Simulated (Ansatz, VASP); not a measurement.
**La in VASP and in Ansatz**

The input INCAR:

```
SYSTEM = La
  PREC = Accurate
  ENCUT = 520
  EDIFF = 1E-6
  ISMEAR = -1
  SIGMA = 0.1
  LREAL = .FALSE.
  LASPH = .TRUE.
  NELM = 60
  ALGO = Normal
  ISIF = 2
  LWAVE = .FALSE.
  LCHARG = .FALSE.
  GGA = PS
  NBANDS = 18
```

Contents of KPOINTS:

```
regular mesh
0
G
  11 11 6
  0 0 0
```

The input POSCAR:

```
La
1.0
    3.5073441302      0.0000000000      0.0000000000
   -1.7536720651      3.0374491166      0.0000000000
    0.0000000000      0.0000000000      5.7296789032
La
2
Direct
    0.3333333333      0.6666666667      0.2500000000
    0.6666666667      0.3333333333      0.7500000000
```

Input for Ansatz:

```yaml
crystal:
  lattice:
    - [3.5073441302, 0.0, 0.0]
    - [-1.7536720651, 3.0374491166, 0.0]
    - [0.0, 0.0, 5.7296789032]
  atoms:
    - { symbol: La, position: [0.3333333333, 0.6666666667, 0.25] }
    - { symbol: La, position: [0.6666666667, 0.3333333333, 0.75] }
hamiltonian:
  xc: pbesol
  pseudopotentials:
    kind: paw
    azcp:
      La: "pseudopotentials/La.paw.azcp"
basis:
  ecutwfc: 420
  fft_grid_basis: typed
kpoints:
  mp_grid: { grid: [11, 11, 6], shift: [0, 0, 0] }
magnetization:
  spin_polarized: false
scf:
  occupations: { method: fermi_dirac, width: 0.1 }
  lower_state_search: "off"
output:
  stress: true
```

Alike in both runs: task single point; functional PBEsol; k mesh 11 × 11 × 6; occupations fermi-dirac, width 0.1 eV; no spin polarisation.

```csv
,VASP,Ansatz
version,VASP 6.6.1,Ansatz 0.2.0
potentials or method,"VASP PAW PBE potentials, release 64 (La), cutoff 520 eV","plane waves (420 eV) with PAW, scalar-relativistic"
valence electrons in the cell,22,22
```

```tsv
	VASP	Ansatz	Ansatz less VASP
pressure (GPa)	3.9	3.8	-0.14
traceless stress, the component that is largest in VASP (GPa)	0.32	0.31	-0.016
```

VASP's potentials were made for PBE, not for PBEsol, and Ansatz warns of the same on its side.

Neither program's run includes spin-orbit coupling.
